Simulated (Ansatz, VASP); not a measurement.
## One calculation of WC, two programs

```
W C
1.0
     5.80381    0.00000    0.00000
    -2.90191    7.57358    0.00000
     0.00000    0.00000   23.95306
W C
16 16
Direct
  0.86011 0.72022 0.33399
  0.86011 0.22022 0.33399
  0.36011 0.72022 0.33399
  0.36011 0.22022 0.33399
  0.72022 0.44044 0.41247
  0.72022 0.94044 0.41247
  0.22022 0.44044 0.41247
  0.22022 0.94044 0.41247
  0.57924 0.16031 0.49135
  0.58048 0.66058 0.49209
  0.08145 0.16023 0.49133
  0.08011 0.65977 0.49099
  0.43534 0.87618 0.57148
  0.43856 0.37746 0.57561
  0.94107 0.87619 0.57144
  0.93778 0.37507 0.56775
  0.00346 0.00692 0.34707
  0.00346 0.50692 0.34707
  0.50346 0.00692 0.34707
  0.50346 0.50692 0.34707
  0.86357 0.72714 0.42555
  0.86357 0.22714 0.42555
  0.36357 0.72714 0.42555
  0.36357 0.22714 0.42555
  0.72100 0.44514 0.50361
  0.72273 0.94516 0.50465
  0.22399 0.44517 0.50357
  0.22200 0.94378 0.50407
  0.59325 0.18179 0.57884
  0.59583 0.69144 0.58077
  0.08895 0.18180 0.57887
  0.08006 0.65940 0.57816
```

Alike in both runs: task single point; functional PBE; dispersion D3(BJ); k mesh 4 × 3 × 1; occupations gaussian, width 0.1 eV; no spin polarisation.

```csv
,VASP,Ansatz
version,VASP 6.6.1,Ansatz 0.2.0
potentials or method,"VASP PAW PBE potentials, release 64 (W_sv, C), cutoff 520 eV","scalar-relativistic, plane waves, PAW"
valence electrons in the cell,288,288
```

|  | VASP | Ansatz | Ansatz less VASP |
| --- | --- | --- | --- |
| gap on the k mesh at the Fermi level (eV) | none | none | - |
| rms of the force components (eV/Å) | 0.590 | 0.594 | +0.0045 |

A gap of «none» marks a metal or a gap that the smearing closes.

Neither program's run includes spin-orbit coupling.
